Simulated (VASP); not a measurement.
A run of VASP 6.6.1 is set up as follows.

INCAR

```
SYSTEM = Li
PREC = Accurate
ENCUT = 520
EDIFF = 1E-6
ISMEAR = -1
SIGMA = 0.1
LREAL = .FALSE.
LASPH = .TRUE.
NELM = 80
ALGO = Normal
ISIF = 2
LWAVE = .FALSE.
LCHARG = .FALSE.
NBANDS = 14
```

KPOINTS

```
regular mesh
0
G
  14 14 4
  0 0 0
```

File POSCAR:

```
Li
1.0
    3.1124809849      0.0000000000      0.0000000000
   -1.5562404925      2.6954876017      0.0000000000
    0.0000000000      0.0000000000     10.1361074660
Li
4
Direct
    1.0000000000      1.0000000000      0.0000000000
    1.0000000000      1.0000000000      0.5000000000
    0.3333333333      0.6666666667      0.2500000000
    0.6666666667      0.3333333333      0.7500000000
```

Potentials or basis: VASP PAW LDA potentials, release 64 (Li_sv).

The run is started by

```bash
$ cat potpaw_LDA.64/Li_sv/POTCAR > POTCAR
$ mpirun -np 1 vasp_std > vasp.out
```

**Question.** What does it give for the band gap on the k mesh?

**Answer.** Zero (band 6 reaches 1.95 eV, above the bottom of band 7 at -1.88 eV).
